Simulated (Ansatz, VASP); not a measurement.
# One calculation of YRuW3, two programs

```
CELL_PARAMETERS angstrom
4.76648 0.00000 0.00000
0.00000 4.76648 0.00000
0.00000 0.00000 4.76648
ATOMIC_POSITIONS crystal
Y 0.00000 0.00000 0.00000
Ru 0.50000 0.50000 0.50000
W 0.00000 0.50000 0.50000
W 0.50000 0.00000 0.50000
W 0.50000 0.50000 0.00000
```

Alike in both runs: task relaxation of cell and atoms; functional PBE; k mesh 8 × 8 × 8; occupations gaussian, width 0.1 eV; no spin polarisation.

|  | VASP | Ansatz |
| --- | --- | --- |
| version | VASP 6.6.1 | Ansatz 0.2.0 |
| potentials or method | VASP PAW PBE potentials, release 64 (Y_sv, Ru_pv, W_sv), cutoff 600 eV | scalar-relativistic, plane waves, PAW |
| valence electrons in the cell | 67 | 69 |

|  | VASP | Ansatz | Ansatz less VASP |
| --- | --- | --- | --- |
| gap on the k mesh at the Fermi level, each at its own relaxed structure (eV) | none | none | - |
| relaxed volume (Å³/atom) | 21.66 | 21.60 | -0.059 |
| relaxed cell length with the largest relative difference (Å) | 4.766 | 4.762 | -0.0043 |

A gap of «none» marks a metal or a gap that the smearing closes. VASP's potentials hold 67 valence electrons a cell and Ansatz's 69, so a difference there can come from the potentials and not from the codes.

Spin-orbit coupling is off throughout. Noted on VASP's run: the relaxation stopped at its first step, so nothing moved.
